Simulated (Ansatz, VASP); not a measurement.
## C: VASP beside Ansatz

```
C
1.0
     2.50309    0.00000    0.00000
    -1.25155    2.16774    0.00000
     0.00000    0.00000    4.16871
C
4
Direct
  0.33333 0.66667 0.06273
  0.66667 0.33333 0.56273
  0.66667 0.33333 0.93727
  0.33333 0.66667 0.43727
```

Alike in both runs: functional r2SCAN; k mesh 12 × 12 × 8; no spin polarisation.

Ansatz relaxed the structure, and its values are those at the end. VASP's run is a single point on that final structure, the one shown.

|  | VASP | Ansatz |
| --- | --- | --- |
| version | VASP 6.6.1 | Ansatz 0.2.0 |
| potentials or method | VASP PAW PBE potentials, release 64 (C), cutoff 520 eV | scalar-relativistic, plane waves, PAW |
| occupations | gaussian, width 0.01 eV | fixed |
| valence electrons in the cell | 16 | 16 |

Ansatz gave:

| Property | Result |
| --- | --- |
| gap on the k mesh at the Fermi level (eV) | 3.60 |
| least direct gap on the mesh (eV) | 5.24 |
| pressure (GPa) | 0.0 |
| rms of the force components (eV/Å) | 0.000 |

Which values does VASP return?

gap on the k mesh at the Fermi level (eV): 3.56; least direct gap on the mesh (eV): 5.19; pressure (GPa): 0.9; rms of the force components (eV/Å): 0.005.

VASP's potentials were made for PBE, not for r2SCAN.
